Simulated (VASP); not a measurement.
Wanted: the native input for a VASP 6.6.1 run.

```
Task                   : single point
Functional             : PBEsol
Potentials or basis    : VASP PAW PBE potentials, release 64 (H)
Cutoff                 : 520 eV
k mesh                 : 10 × 10 × 11
Occupations            : gaussian, width 0.1 eV
Spin                   : no spin polarisation
Dipole correction      : no
Further INCAR settings : ALGO = Normal; EDIFF = 1e-06; NBANDS = 8
```

The structure of H lies in POSCAR:

```
H
1.0
    3.3491612310      0.0489733359     -0.0012805226
   -0.4510157553      3.3128844995     -0.0020340281
   -1.4500433728     -1.6826345253      2.5062063544
H
2
Direct
    0.0515159761      0.1111469207      0.9823639293
    0.8806810239      0.9347020793      0.9770670707
```

This cell differs from its parent crystal: atoms moved at random.

One way to write it, as run:

INCAR

```
PREC     = Accurate       # precision mode
ENCUT    = 520            # plane-wave cutoff, eV
EDIFF    = 1E-6           # SCF threshold, eV
ISMEAR   = 0              # smearing method
SIGMA    = 0.1            # smearing width, eV
LREAL    = False          # projectors in reciprocal space
LASPH    = True           # aspherical terms in the spheres
NELM     = 60             # most SCF steps
ALGO     = Normal         # electronic algorithm
ISIF     = 2              # what is computed and relaxed
LWAVE    = False          # write WAVECAR
LCHARG   = False          # write CHGCAR
GGA      = PS             # functional
NBANDS   = 8              # bands
```

KPOINTS

```
regular mesh
0
Gamma
  10 10 11
```

Potentials or basis: VASP PAW PBE potentials, release 64 (H).

Launch:

```console
$ cat potpaw_PBE.64/H/POTCAR > POTCAR
$ mpirun -np 1 vasp_std > vasp.out
```

It gave:

```json
{
 "Pressure": "-0.1 GPa",
 "Largest force": "0.006 eV/Å",
 "Band gap on the k mesh": "8.90 eV, indirect (least direct gap 9.49 eV)"
}
```

Caveat: the cell differs from its parent crystal (atoms moved at random); the PAW data sets were made with another functional, which shifts forces and pressure a little.

Wall time 66 s on 1 thread of Intel(R) Xeon(R) Platinum 8488C (Sapphire Rapids), on a shared host, peak memory 0.21 GiB.
